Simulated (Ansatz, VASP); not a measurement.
VO2: VASP beside Ansatz

```
V O
1.0
     4.58181    0.00000    0.07261
     0.00000    2.83833    0.00000
    -0.07220    0.00000    4.58432
V O
2 4
Direct
  0.00000 0.00000 0.00000
  0.50000 0.50000 0.50000
  0.79982 0.50000 0.19981
  0.20018 0.50000 0.80019
  0.70019 0.00000 0.69981
  0.29981 0.00000 0.30019
```

Alike in both runs: functional PBE; k mesh 8 × 12 × 8; occupations gaussian, width 0.1 eV; collinear spin.

Ansatz relaxed the structure, and its values are those at the end. VASP's run is a single point on that final structure, the one shown.

|  | VASP | Ansatz |
| --- | --- | --- |
| version | VASP 6.6.1 | Ansatz 0.2.0 |
| potentials or method | VASP PAW PBE potentials, release 64 (V_sv, O), cutoff 520 eV | scalar-relativistic, plane waves, PAW |
| valence electrons in the cell | 50 | 50 |

Ansatz gave:

| Property | Result |
| --- | --- |
| gap on the k mesh at the Fermi level (eV) | none |
| pressure (GPa) | 0.0 |
| rms of the force components (eV/Å) | 0.001 |
| net moment per atom (μB) | 0.33 |
| size of the moment on the site where the two differ most (μB) | 0.83 |

Task: Which values does VASP return?

Result: gap on the k mesh at the Fermi level (eV): none; pressure (GPa): 0.8; rms of the force components (eV/Å): 0.015; net moment per atom (μB): 0.33; size of the moment on the site where the two differ most (μB): 1.05.

Site moments also hang on the region over which each program counts them. A gap of «none» marks a metal or a gap that the smearing closes.
